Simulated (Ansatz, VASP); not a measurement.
**One calculation of RbCl, two programs**

```xyz
2
Lattice="0.0000 3.2808 3.2808 3.2808 0.0000 3.2808 3.2808 3.2808 0.0000" Properties=species:S:1:pos:R:3 pbc="T T T"
Rb    0.0000    0.0000    0.0000
Cl    3.2808    3.2808    3.2808
```

Alike in both runs: task single point; functional PBE; k mesh 6 × 6 × 6; occupations gaussian, width 0.02 eV; no spin polarisation.

|  | VASP | Ansatz |
| --- | --- | --- |
| version | VASP 6.6.1 | Ansatz 0.2.0 |
| potentials or method | VASP PAW PBE potentials, release 64 (Rb_sv, Cl), cutoff 500 eV | scalar-relativistic, plane waves, PAW |
| valence electrons in the cell | 16 | 16 |

```tsv
	VASP	Ansatz	Ansatz less VASP
gap on the k mesh at the Fermi level (eV)	5.03	5.03	+0.003
least direct gap on the mesh (eV)	5.03	5.03	+0.003
pressure (GPa)	1.0	1.0	0.00
```
